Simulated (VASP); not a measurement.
# Gd (P6_3/mmc) in VASP: a series of runs

Runs on Gd. Level: PBE. Tasks: single point.

All numbers are computed with VASP 6.6.1; they aren't measurements. Logs are shortened: lines on timing, memory, paths and dates and some standing lists are left out, and cuts for length are marked.

**1. The cell of the first run**

Symmetry: P6_3/mmc, No. 194, hexagonal system. The conventional cell has a = 3.646 Å, b = 3.646 Å, c = 5.831 Å, α = 90.00°, β = 90.00°, γ = 120.00°. Gd (site symmetry -6m2) has 12 Gd at 3.60 to 3.65 Å within 4.7 Å.

**2. Single point, PBE, collinear spin, ferromagnetic start**

INCAR reads:

```
PREC     = Accurate       # precision mode
ENCUT    = 520            # plane-wave cutoff, eV
EDIFF    = 1E-6           # SCF threshold, eV
ISMEAR   = 0              # smearing method
SIGMA    = 0.05           # smearing width, eV
LREAL    = F              # projectors in reciprocal space
LASPH    = T              # aspherical terms in the spheres
NELM     = 150            # most SCF steps
ALGO     = Normal         # electronic algorithm
ISIF     = 2              # what is computed and relaxed
LWAVE    = F              # write WAVECAR
LCHARG   = F              # write CHGCAR
ISPIN    = 2              # spin polarisation
MAGMOM   = 0.5 0.5        # initial moments
LORBIT   = 11             # projections on sites
LMAXMIX  = 6              # l up to which the mixer works
GGA      = PE             # functional
NBANDS   = 29             # bands
```

KPOINTS reads:

```
regular mesh
0
Gamma
  14 14 8
```

POSCAR reads:

```
Gd
1.0
    3.6464664365      0.0000000000      0.0000000000
   -1.8232332183      3.1579325681      0.0000000000
    0.0000000000      0.0000000000      5.8308383863
Gd
2
Direct
    0.3333333333      0.6666666667      0.7500000000
    0.6666666667      0.3333333333      0.2500000000
```

Potentials or basis: VASP PAW PBE potentials, release 64 (Gd).

Command:

```console
cat potpaw_PBE.64/Gd/POTCAR > POTCAR
mpirun -np 1 vasp_std > vasp.out
```

OUTCAR:

```text
PREC = Accurate
   ENCUT = 520
   EDIFF = 1E-6
   ISMEAR = 0
   LREAL = F
   LASPH = T
   NELM = 150
   ISIF = 2
   ISPIN = 2
   LORBIT = 11
   GGA = PE

 ion  position               nearest neighbor table
   1  0.333  0.667  0.750-
   2  0.667  0.333  0.250-

  LATTYP: Found a hexagonal cell.
 ALAT       =     3.6464664365
 C/A-ratio  =     1.5990379969

  Lattice vectors:

 A1 = (   3.6464664365,   0.0000000000,   0.0000000000)
 A2 = (  -1.8232332183,   3.1579325681,   0.0000000000)
 A3 = (   0.0000000000,   0.0000000000,   5.8308383863)

Analysis of symmetry for initial positions (statically):
=====================================================================
 Subroutine PRICEL returns:
 Original cell was already a primitive cell.

 Routine SETGRP: Setting up the symmetry group for a
 hexagonal supercell.

 Subroutine GETGRP returns: Found 24 space group operations
 (whereof 12 operations were pure point group operations)
 out of a pool of 24 trial point group operations.

The static configuration has the point symmetry D_3d.
 The point group associated with its full space group is D_6h.

Analysis of symmetry for dynamics (positions and initial velocities):
=====================================================================
 Subroutine PRICEL returns:
 Original cell was already a primitive cell.

 Routine SETGRP: Setting up the symmetry group for a
 hexagonal supercell.

 Subroutine GETGRP returns: Found 24 space group operations
 (whereof 12 operations were pure point group operations)
 out of a pool of 24 trial point group operations.

The dynamic configuration has the point symmetry D_3d.
 The point group associated with its full space group is D_6h.

Analysis of structural, dynamic, and magnetic symmetry:
=====================================================================
 Subroutine PRICEL returns:
 Original cell was already a primitive cell.

 Routine SETGRP: Setting up the symmetry group for a
 hexagonal supercell.

 Subroutine GETGRP returns: Found 24 space group operations
 (whereof 12 operations were pure point group operations)
 out of a pool of 24 trial point group operations.

The overall configuration has the point symmetry D_3d.
 The point group associated with its full space group is D_6h.

 Subroutine INISYM returns: Found 24 space group operations
 (whereof 12 operations are pure point group operations),
 and found     1 'primitive' translations

[... 111 lines left out ...]
   IALGO  =     38    algorithm
   IMIX   =      4    mixing-type and parameters
     AMIX     =   0.40;   BMIX     =  1.00
     AMIX_MAG =   1.60;   BMIX_MAG =  1.00
  volume/ion in A,a.u.               =      33.57       226.55
  Fermi-wavevector in a.u.,A,eV,Ry     =   1.329965  2.513270 24.066089  1.768808
  Thomas-Fermi vector in A             =   2.459088
   LORBIT       =     11    0 simple, 1 ext, 2 COOP (PROOUT), +10 PAW based schemes
   GGA     = PE    functional components
   LHFCALC =     F    Hartree Fock is set to
   AEXX    =    0.0000 exact exchange contribution
   IVDW    =     0    specifies the selected vdW correction
   LEPSILON=     F    determine dielectric tensor
   LRPA    =     F    only Hartree local field effects (RPA)
 spin polarized calculation
 Gauss-broadening in eV      SIGMA  =   0.05
  energy-cutoff  :      520.00
  volume of cell :       67.14
 maximum number of plane-waves:      1824
 NGX is ok and might be reduce to    28

 number of electron      36.0000025 magnetization       8.0456332

 number of electron      36.0000010 magnetization      15.3867087

 Free energy of the ion-electron system (eV)
  ---------------------------------------------------
  ext. energy  EPLUGINS =         0.00000000
  ---------------------------------------------------
  free energy    TOTEN  =       -23.41505854 eV

  energy without entropy =      -23.41105014  energy(sigma->0) =      -23.41305434

 E-fermi :   2.9014     XC(G=0):  -9.9061

 val. band max:        2.8953861500   @ k =   0.3571   0.2857   0.1250
 cond. band min:       2.9032362157   @ k =   0.2857   0.2857   0.3750
 fundamental gap:      0.0078500657
 Fermi energy:         2.9013832666

 spin component 1

 k-point     1 :       0.0000    0.0000    0.0000
  band No.  band energies     occupation
      1     -42.4592      1.00000
      2     -42.3957      1.00000
      3     -20.1754      1.00000
      4     -19.5907      1.00000
      5     -19.5907      1.00000
      6     -19.4919      1.00000
[... 757 lines left out ...]
     28       3.6332      0.00000
     29       4.9407      0.00000

 [... further k-points ...]

 spin component 2

 k-point     1 :       0.0000    0.0000    0.0000
  band No.  band energies     occupation
      1     -39.2042      1.00000
      2     -39.1244      1.00000
      3     -17.9137      1.00000
      4     -17.1973      1.00000
      5     -17.1973      1.00000
      6     -17.0811      1.00000
[... 757 lines left out ...]
     28       4.8567      0.00000
     29       5.9562      0.00000

 [... further k-points ...]
[... 5 lines left out ...]
  --------------------------------------------------------------------------------------
  -------------------------------------------------------------------------------------
  Total       -0.0558982     -0.0558982     -0.0651158      0.0000000      0.0000000     -0.0000000
  in kB       -1.3338348     -1.3338348     -1.5537858      0.0000000      0.0000000     -0.0000000
  external PRESSURE =      -1.4071518 kB  Pullay stress =       0.0000000 kB

 VOLUME and BASIS-vectors are now :
 -----------------------------------------------------------------------------
  energy-cutoff  :      520.00
  volume of cell :       67.14
      direct lattice vectors                 reciprocal lattice vectors
     3.646466436  0.000000000  0.000000000     0.274238093  0.158331437  0.000000000
    -1.823233218  3.157932568  0.000000000     0.000000000  0.316662873  0.000000000
     0.000000000  0.000000000  5.830838386     0.000000000  0.000000000  0.171501924

 POSITION                                       TOTAL-FORCE (eV/Angst)
 -----------------------------------------------------------------------------------
     -0.00000      2.10529      4.37313        -0.000000      0.000000      0.000000
      1.82323      1.05264      1.45771         0.000000      0.000000      0.000000
 -----------------------------------------------------------------------------------
    total drift:                               -0.000000      0.000000     -0.000000

  FREE ENERGIE OF THE ION-ELECTRON SYSTEM (eV)
  ---------------------------------------------------
  free  energy   TOTEN  =       -23.4150585374 eV

  energy  without entropy=      -23.4110501429  energy(sigma->0) =      -23.41305434

 total charge

# of ion       s       p       d       f       tot
--------------------------------------------------
    1        2.073   5.568   0.568   6.975  15.184
    2        2.073   5.568   0.568   6.975  15.184
--------------------------------------------------
tot          4.145  11.136   1.136  13.950  30.368

 magnetization (x)

# of ion       s       p       d       f       tot
--------------------------------------------------
    1        0.004  -0.051   0.232   6.830   7.015
    2        0.004  -0.051   0.232   6.830   7.015
--------------------------------------------------
tot          0.008  -0.102   0.463  13.661  14.030
```

OSZICAR:

```text
N       E                     dE             d eps       ncg     rms          rms(c)
DAV:   1     0.257663783779E+03    0.25766E+03   -0.11451E+04 19096   0.585E+03
DAV:   2     0.451181633913E+02   -0.21255E+03   -0.19391E+03 19895   0.391E+02
DAV:   3    -0.911176388894E+00   -0.46029E+02   -0.43868E+02 23563   0.169E+02
DAV:   4    -0.805913838813E+01   -0.71480E+01   -0.65873E+01 27294   0.615E+01
[... 37 lines left out ...]
DAV:  42    -0.234150727319E+02    0.30091E-04   -0.45758E-05 20390   0.138E-01    0.518E-01
DAV:  43    -0.234150604884E+02    0.12244E-04   -0.47422E-05 21835   0.121E-01    0.341E-01
DAV:  44    -0.234150571080E+02    0.33804E-05   -0.18957E-05 19519   0.729E-02    0.623E-02
DAV:  45    -0.234150584347E+02   -0.13267E-05   -0.80224E-06 18189   0.438E-02    0.529E-02
DAV:  46    -0.234150585374E+02   -0.10269E-06   -0.82789E-07  7988   0.354E-02
   1 F= -.23415059E+02 E0= -.23413054E+02  d E =-.400839E-02  mag=    15.3864
```

stdout:

```text
POSCAR found type information on POSCAR Gd
 POSCAR found :  1 types and       2 ions
 scaLAPACK will be used
 LDA part: xc-table for (Slater+PW92), standard interpolation
 POSCAR, INCAR and KPOINTS ok, starting setup
 FFT: planning ... GRIDC
 FFT: planning ... GRID_SOFT
 FFT: planning ... GRID
 WAVECAR not read
 entering main loop
```

Wall time 11 min (1 thread of Intel Xeon Platinum 8481C at 2.70GHz (Sapphire Rapids), shared host); peak memory 0.49 GiB.

Results:

```yaml
Free_energy: -23.4151 eV
Pressure: -0.1 GPa
Net_moment: 15.39 μB per cell
Site_moments: Gd +7.01 μB
Valence_electrons_inside_the_program's_atomic_spheres: Gd 15.18
```

Levels at points of the mesh, in eV from the Fermi level:
Spin up:
```csv
k point,band 24,band 25,band 26,band 27,band 28,band 29
"(0.00, 0.00, 0.00)",-2.50,0.93,1.31,1.31,1.42,1.91
"(0.50, 0.00, 0.00)",-1.73,-1.29,-0.15,1.02,1.07,1.70
"(0.00, 0.00, 0.50)",-3.62,0.43,0.43,1.23,1.23,1.23
"(0.50, 0.00, 0.50)",-2.16,-0.50,-0.50,1.40,1.40,2.53
```
Spin down:
```csv
k point,band 7,band 8,band 9,band 10,band 11,band 12,band 13,band 14
"(0.00, 0.00, 0.00)",-19.98,-19.98,-4.13,-1.39,0.30,0.33,0.37,0.43
"(0.50, 0.00, 0.00)",-20.19,-20.07,-1.03,-0.86,-0.56,0.33,0.39,0.44
"(0.00, 0.00, 0.50)",-20.04,-20.04,-2.61,-2.61,0.22,0.22,0.41,0.41
"(0.50, 0.00, 0.50)",-20.18,-20.18,-1.30,-1.30,0.21,0.21,0.41,0.41
```

Caveat: spin-orbit coupling is left out, which moves the levels of the heavy elements; semilocal functionals describe open f shells poorly, which spoils levels, moments and volumes.

**3. Single point, PBE, collinear spin, antiferromagnetic start**

This run uses another cell than the first one: it holds 4 atoms, not 2.

INCAR reads:

```
SYSTEM = Gd
PREC = Accurate
ENCUT = 600
EDIFF = 1E-6
ISMEAR = 0
SIGMA = 0.05
LREAL = .FALSE.
LASPH = .TRUE.
NELM = 200
ALGO = Normal
ISIF = 2
LWAVE = .FALSE.
LCHARG = .TRUE.
ISPIN = 2
MAGMOM = 7 7 -7 -7
LORBIT = 11
LMAXMIX = 6
GGA = PE
LVHAR = .TRUE.
NBANDS = 48
GGA_COMPAT = .FALSE.
KPAR = 4
```

KPOINTS reads:

```
Automatic mesh
0
G
  14 14 4
  0 0 0
```

POSCAR reads:

```
Gd
1.0
    3.6464664365      0.0000000000      0.0000000000
   -1.8232332183      3.1579325681      0.0000000000
    0.0000000000      0.0000000000     11.6616767725
Gd
4
Direct
    0.3333333333      0.6666666667      0.3750000000
    0.6666666667      0.3333333333      0.1250000000
    0.3333333333      0.6666666667      0.8750000000
    0.6666666667      0.3333333333      0.6250000000
```

Potentials or basis: VASP PAW PBE potentials, release 64 (Gd).

Command:

```console
cat potpaw_PBE.64/Gd/POTCAR > POTCAR
mpirun -np 4 vasp_std > vasp.out
```

OUTCAR:

```text
SYSTEM = Gd
   PREC = Accurate
   ENCUT = 600
   EDIFF = 1E-6
   ISMEAR = 0
   LREAL = .FALSE.
   LASPH = .TRUE.
   NELM = 200
   ISIF = 2
   ISPIN = 2
   LORBIT = 11
   GGA = PE

 ion  position               nearest neighbor table
   1  0.333  0.667  0.375-
   2  0.667  0.333  0.125-
   3  0.333  0.667  0.875-
   4  0.667  0.333  0.625-

  LATTYP: Found a hexagonal cell.
 ALAT       =     3.6464664365
 C/A-ratio  =     3.1980759937

  Lattice vectors:

 A1 = (   3.6464664365,   0.0000000000,   0.0000000000)
 A2 = (  -1.8232332183,   3.1579325681,   0.0000000000)
 A3 = (   0.0000000000,   0.0000000000,  11.6616767725)

Analysis of symmetry for initial positions (statically):
=====================================================================
 Subroutine PRICEL returns following result:

  LATTYP: Found a hexagonal cell.
 ALAT       =     3.6464664365
 C/A-ratio  =     1.5990379969
[... 12 lines left out ...]
 Subroutine GETGRP returns: Found 24 space group operations
 (whereof 12 operations were pure point group operations)
 out of a pool of 24 trial point group operations.

The static configuration has the point symmetry D_3d.
 The point group associated with its full space group is D_6h.

Analysis of symmetry for dynamics (positions and initial velocities):
=====================================================================
 Subroutine PRICEL returns following result:

  LATTYP: Found a hexagonal cell.
 ALAT       =     3.6464664365
 C/A-ratio  =     1.5990379969
[... 12 lines left out ...]
 Subroutine GETGRP returns: Found 24 space group operations
 (whereof 12 operations were pure point group operations)
 out of a pool of 24 trial point group operations.

[... 172 lines left out ...]
  ---------------------------------------------------
  free energy    TOTEN  =       -46.81631765 eV

  energy without entropy =      -46.80356188  energy(sigma->0) =      -46.80993977

 E-fermi :   2.9295     XC(G=0):  -9.9052

 val. band max:        2.9267092015   @ k =   0.4286   0.0000   0.0000
 cond. band min:       2.9330033007   @ k =   0.2857   0.2143   0.5000
 fundamental gap:      0.0062940992
 Fermi energy:         2.9294823098

 spin component 1

 k-point     1 :       0.0000    0.0000    0.0000
  band No.  band energies     occupation
      1     -42.3974      1.00000
      2     -42.3654      1.00000
      3     -39.1613      1.00000
      4     -39.1212      1.00000
      5     -19.9666      1.00000
      6     -19.6188      1.00000
[... 1213 lines left out ...]
     47       3.5127      0.00000
     48       3.5179      0.00000

 [... further k-points ...]

 spin component 2

 k-point     1 :       0.0000    0.0000    0.0000
  band No.  band energies     occupation
      1     -42.3974      1.00000
      2     -42.3654      1.00000
      3     -39.1613      1.00000
      4     -39.1212      1.00000
      5     -19.9666      1.00000
      6     -19.6188      1.00000
[... 1213 lines left out ...]
     47       3.5127      0.00000
     48       3.5178      0.00000

 [... further k-points ...]

------------------------ aborting loop because EDIFF is reached ----------------------------------------

  FORCE on cell =-STRESS in cart. coord.  units (eV):
  Direction    XX          YY          ZZ          XY          YZ          ZX
  --------------------------------------------------------------------------------------
  -------------------------------------------------------------------------------------
  Total        0.1925916      0.1925916     -0.3363757     -0.0000000     -0.0000000     -0.0000000
  in kB        2.2977984      2.2977984     -4.0132763     -0.0000000     -0.0000000     -0.0000000
  external PRESSURE =       0.1941068 kB  Pullay stress =       0.0000000 kB

 VOLUME and BASIS-vectors are now :
 -----------------------------------------------------------------------------
  energy-cutoff  :      600.00
  volume of cell :      134.29
      direct lattice vectors                 reciprocal lattice vectors
     3.646466436  0.000000000  0.000000000     0.274238093  0.158331437  0.000000000
    -1.823233218  3.157932568  0.000000000     0.000000000  0.316662873  0.000000000
     0.000000000  0.000000000 11.661676772     0.000000000  0.000000000  0.085750962

 POSITION                                       TOTAL-FORCE (eV/Angst)
 -----------------------------------------------------------------------------------
     -0.00000      2.10529      4.37313         0.000000     -0.000000     -0.045711
      1.82323      1.05264      1.45771        -0.000000      0.000000      0.045711
     -0.00000      2.10529     10.20397         0.000000      0.000000     -0.045711
      1.82323      1.05264      7.28855        -0.000000     -0.000000      0.045711
 -----------------------------------------------------------------------------------
    total drift:                                0.000000     -0.000000      0.000000

  FREE ENERGIE OF THE ION-ELECTRON SYSTEM (eV)
  ---------------------------------------------------
  free  energy   TOTEN  =       -46.8163176539 eV

  energy  without entropy=      -46.8035618804  energy(sigma->0) =      -46.80993977

 total charge

# of ion       s       p       d       f       tot
--------------------------------------------------
    1        2.073   5.568   0.561   6.987  15.189
    2        2.073   5.568   0.561   6.987  15.189
    3        2.073   5.568   0.561   6.987  15.189
    4        2.073   5.568   0.561   6.987  15.189
--------------------------------------------------
tot          8.290  22.273   2.246  27.948  60.757

 magnetization (x)

# of ion       s       p       d       f       tot
--------------------------------------------------
    1        0.005  -0.056   0.211   6.815   6.975
    2        0.005  -0.056   0.211   6.815   6.975
    3       -0.005   0.056  -0.211  -6.815  -6.975
    4       -0.005   0.056  -0.211  -6.815  -6.975
--------------------------------------------------
tot          0.000   0.000   0.000   0.000   0.000
```

OSZICAR:

```text
N       E                     dE             d eps       ncg     rms          rms(c)
DAV:   1     0.875796642182E+03    0.87580E+03   -0.20838E+04 22040   0.795E+03
DAV:   2     0.332267875834E+03   -0.54353E+03   -0.46656E+03 27280   0.104E+03
DAV:   3     0.403451166398E+02   -0.29192E+03   -0.28289E+03 26984   0.490E+02
DAV:   4    -0.188980235183E+02   -0.59243E+02   -0.57578E+02 30272   0.197E+02
[... 12 lines left out ...]
DAV:  58    -0.468163293499E+02    0.23504E-04   -0.43213E-05 27456   0.999E-02    0.376E-01
DAV:  59    -0.468163190031E+02    0.10347E-04   -0.34714E-05 30328   0.769E-02    0.243E-01
DAV:  60    -0.468163191872E+02   -0.18412E-06   -0.15299E-05 25416   0.280E-02    0.110E-01
DAV:  61    -0.468163167388E+02    0.24484E-05   -0.10805E-05 20048   0.504E-02    0.350E-02
DAV:  62    -0.468163176539E+02   -0.91509E-06   -0.36817E-06 17576   0.345E-02
   1 F= -.46816318E+02 E0= -.46809940E+02  d E =-.127558E-01  mag=     0.0000
```

stdout:

```text
POSCAR found type information on POSCAR Gd
 POSCAR found :  1 types and       4 ions
 scaLAPACK will be used
 LDA part: xc-table for (Slater+PW92), standard interpolation
 POSCAR, INCAR and KPOINTS ok, starting setup
 FFT: planning ... GRIDC
 FFT: planning ... GRID_SOFT
 FFT: planning ... GRID
 WAVECAR not read
 entering main loop
```

It took 43 min on 4 MPI ranks of Intel Xeon Platinum 8259CL at 2.50GHz (Skylake/Cascade Lake), shared host; peak memory 1.1 GiB.

Results:

| Property | Result |
| --- | --- |
| Free energy | -46.8163 eV |
| Pressure | 0.0 GPa |
| Largest force | 0.046 eV/Å |
| Band gap on the k mesh | zero (filled and empty bands overlap) |
| Net moment | 0.00 μB per cell |
| Site moments | Gd +6.97, -6.97 (each value once) μB |
| Valence electrons inside the program's atomic spheres | Gd 15.19 |

Forces in eV/Å, atoms in the order of the input:
```
Gd   0.000  0.000 -0.046
Gd   0.000  0.000  0.046
Gd   0.000  0.000 -0.046
Gd   0.000  0.000  0.046
```

Caveat: spin-orbit coupling is left out, which moves the levels of the heavy elements; semilocal functionals describe open f shells poorly, which spoils levels, moments and volumes.

(Part 1 of 2 ends here.)
